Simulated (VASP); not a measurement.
**Zn18SeS17 (a cell with a defect): electric field gradients with PBE**

The system is Zn18SeS17 (a cell with a defect).

```
CELL_PARAMETERS angstrom
5.71800 3.30129 0.00000
-5.71800 3.30129 0.00000
0.00000 0.00000 18.68999
ATOMIC_POSITIONS crystal
Zn 0.00000 0.00000 0.00000
Zn 0.33333 0.66667 0.00000
Zn 0.66667 0.33333 0.00000
Zn 0.00000 0.00000 0.50000
Zn 0.33333 0.66667 0.50000
Zn 0.66667 0.33333 0.50000
Zn 0.33333 0.33333 0.16667
Zn 0.66667 0.00000 0.16667
Zn 0.00000 0.66667 0.16667
Zn 0.33333 0.00000 0.66667
Zn 0.66667 0.66667 0.66667
Zn 0.00000 0.33333 0.66667
Zn 0.33333 0.00000 0.33333
Zn 0.66667 0.66667 0.33333
Zn 0.00000 0.33333 0.33333
Zn 0.33333 0.33333 0.83333
Zn 0.66667 0.00000 0.83333
Zn 0.00000 0.66667 0.83333
S 0.00000 0.00000 0.12500
S 0.33333 0.66667 0.12500
S 0.66667 0.33333 0.12500
S 0.00000 0.00000 0.62500
S 0.33333 0.66667 0.62500
S 0.66667 0.33333 0.62500
S 0.66667 0.00000 0.29167
S 0.00000 0.66667 0.29167
S 0.33333 0.00000 0.79167
S 0.66667 0.66667 0.79167
S 0.00000 0.33333 0.79167
S 0.33333 0.00000 0.45833
S 0.66667 0.66667 0.45833
S 0.00000 0.33333 0.45833
S 0.33333 0.33333 0.95833
S 0.66667 0.00000 0.95833
S 0.00000 0.66667 0.95833
Se 0.33333 0.33333 0.29167
```

| Item | Value |
| --- | --- |
| Program | VASP 6.6.1 |
| Task | electric field gradients |
| Functional | PBE |
| Potentials or basis | VASP PAW PBE potentials, release 64 (Zn, S, Se) |
| Cutoff | 520 eV |
| k mesh | 3 × 3 × 1 |
| Occupations | fermi-dirac, width 0.01 eV |
| Spin | no spin polarisation |
| Dipole correction | no |
| Further INCAR settings | LREAL = Auto; ALGO = Normal; EDIFF = 1e-08; NBANDS = 186 |

```json
{
  "Pressure": "3.0 GPa",
  "Largest force": "0.818 eV/Å",
  "Band gap on the k mesh": "2.15 eV",
  "Largest electric field gradient by atom": "Zn -0.7, -11.3, +1.2, +1.1, -12.7, +0.7 (each value once); S +1.4, +1.5, +2.2, +0.3, -0.8, +0.6, +0.5 (each value once); Se +0.9 V/Å²"
}
```

Forces in eV/Å, atoms in the order of the input:
```
Zn   0.000 -0.005 -0.005
Zn  -0.004  0.002 -0.005
Zn   0.004  0.002 -0.005
Zn   0.000 -0.006  0.004
Zn  -0.005  0.003  0.004
Zn   0.005  0.003  0.004
Zn   0.000  0.000 -0.790
Zn   0.000  0.000  0.014
Zn   0.000  0.000  0.014
Zn   0.000  0.000  0.017
Zn   0.000  0.000  0.017
Zn   0.000  0.000  0.017
Zn   0.669 -0.386  0.270
Zn   0.000  0.772  0.270
Zn  -0.669 -0.386  0.270
Zn   0.000  0.000  0.001
Zn   0.000  0.000  0.003
Zn   0.000  0.000  0.003
S    0.000 -0.021 -0.018
S   -0.019  0.011 -0.018
S    0.019  0.011 -0.018
S    0.000  0.002  0.024
S    0.002 -0.001  0.024
S   -0.002 -0.001  0.024
S    0.000  0.000  0.005
S    0.000  0.000  0.005
S    0.000  0.000 -0.008
S    0.000  0.000 -0.008
S    0.000  0.000 -0.008
S    0.030 -0.017  0.001
S    0.000  0.035  0.001
S   -0.030 -0.017  0.001
S    0.000  0.000 -0.027
S    0.000  0.000 -0.033
S    0.000  0.000 -0.033
Se   0.000  0.000 -0.017
```

Levels at points of the mesh, in eV from the valence-band top:
| k point | band 159 | band 160 | band 161 | band 162 | band 163 | band 164 | band 165 | band 166 |
| --- | --- | --- | --- | --- | --- | --- | --- | --- |
| (0.00, 0.00, 0.00) | -0.24 | -0.03 | 0.00 | 0.00 | 2.15 | 3.18 | 3.25 | 3.31 |

Electric field gradients, principal values (V/Å²):
```
 atom   least  middle  greatest (by size)
 1 Zn   0.313   0.339              -0.652
 2 Zn   0.325   0.335              -0.659
 3 Zn   0.325   0.335              -0.659
 4 Zn   0.146   0.542              -0.688
 5 Zn   0.158   0.538              -0.696
 6 Zn   0.158   0.538              -0.696
 7 Zn   5.671   5.673             -11.344
 8 Zn  -0.572  -0.580               1.151
 9 Zn  -0.572  -0.580               1.151
10 Zn  -0.536  -0.549               1.085
11 Zn  -0.534  -0.547               1.081
12 Zn  -0.536  -0.549               1.085
13 Zn   5.952   6.701             -12.653
14 Zn   5.952   6.698             -12.651
15 Zn   5.952   6.701             -12.653
16 Zn  -0.355  -0.357               0.712
17 Zn  -0.327  -0.335               0.662
18 Zn  -0.327  -0.335               0.662
 19 S  -0.135  -1.240               1.375
 20 S  -0.134  -1.240               1.375
 21 S  -0.134  -1.240               1.375
 22 S  -0.729  -0.746               1.475
 23 S  -0.729  -0.747               1.476
 24 S  -0.729  -0.747               1.476
 25 S  -1.118  -1.119               2.237
 26 S  -1.118  -1.119               2.237
 27 S  -0.139  -0.144               0.283
 28 S  -0.139  -0.145               0.284
 29 S  -0.139  -0.144               0.283
 30 S   0.204   0.614              -0.819
 31 S   0.204   0.615              -0.819
 32 S   0.204   0.614              -0.819
 33 S  -0.277  -0.277               0.554
 34 S  -0.256  -0.257               0.512
 35 S  -0.256  -0.257               0.512
36 Se  -0.454  -0.454               0.908
```

Wall time 33 min on 1 thread of Intel(R) Xeon(R) Platinum 8259CL CPU @ 2.50GHz (Skylake/Cascade Lake), on a shared host, peak memory 0.87 GiB.

Caveat: without QUAD_EFG the Cq values of the log hold for a quadrupole moment of 1 mb, not for the nuclei.
